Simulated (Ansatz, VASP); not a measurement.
**In: VASP beside Ansatz**

The input INCAR:

```
PREC = Accurate ; ENCUT = 520
EDIFF = 1E-6 ; ISMEAR = -1
SIGMA = 0.05 ; LREAL = False
LASPH = True ; NELM = 80
ALGO = Normal ; ISIF = 2
LWAVE = False ; LCHARG = False
GGA = PE ; NBANDS = 26
```

The input KPOINTS:

```
regular mesh
0
Gamma
  14 14 14
```

The input POSCAR:

```
In
1.0
    1.6355530321      0.9442869834      8.0399169875
   -1.6355530321      0.9442869834      8.0399169875
    0.0000000000     -1.8885739668      8.0399169875
In
3
Direct
    0.0000000000      0.0000000000      0.0000000000
    0.7780122400      0.7780122400      0.7780122400
    0.2219877600      0.2219877600      0.2219877600
```

Input for Ansatz:

```yaml
crystal:
  lattice:
    - [1.6355530321, 0.9442869834, 8.0399169875]
    - [-1.6355530321, 0.9442869834, 8.0399169875]
    - [0.0, -1.8885739668, 8.0399169875]
  atoms:
    - { symbol: In, position: [0.0, 0.0, 0.0] }
    - { symbol: In, position: [0.77801224, 0.77801224, 0.77801224] }
    - { symbol: In, position: [0.22198776, 0.22198776, 0.22198776] }
kpoints:
  mp_grid: { grid: [14, 14, 14] }
  band_path:
    path:
      - [0.0, 0.0, 0.0]
      - [0.5, 0.5, 0.5]
      - [0.824137023, 0.175862977, 0.5]
      - [0.5, -0.175862977, 0.175862977]
      - [0.5, 0.0, 0.0]
      - [0.0, 0.0, 0.0]
      - [0.3379314885, -0.3379314885, 0.0]
      - [0.6620685115, 0.0, 0.3379314885]
      - [0.5, 0.0, 0.5]
    npoints: 5
scf:
  occupations: { method: fermi_dirac, width: 0.05 }
hamiltonian:
  xc: pbe
  pseudopotentials: { kind: all_electron, lapw: { basis_error: 0.0005 } }
output:
  forces: true
  stress: true
  eigenvalues: true
```

Change from the starting cell: volume scaled by 0.94.

Alike in both runs: task single point; functional PBE; k mesh 14 × 14 × 14; occupations fermi-dirac, width 0.05 eV; no spin polarisation.

|  | VASP | Ansatz |
| --- | --- | --- |
| version | VASP 6.6.1 | Ansatz 0.2.0 |
| potentials or method | VASP PAW PBE potentials, release 64 (In_d), cutoff 520 eV | all-electron LAPW, scalar-relativistic |

|  | VASP | Ansatz | Ansatz less VASP |
| --- | --- | --- | --- |
| pressure (GPa) | 4.8 | 4.8 | +0.04 |
| traceless stress, the component that is largest in VASP (GPa) | 0.21 | 0.21 | -0.001 |
| rms of the force components (eV/Å) | 0.018 | 0.018 | +0.0001 |

Atom by atom the forces differ by 0.000 eV/Å (rms over components). Ansatz ran all-electron here, and VASP with PAW potentials.
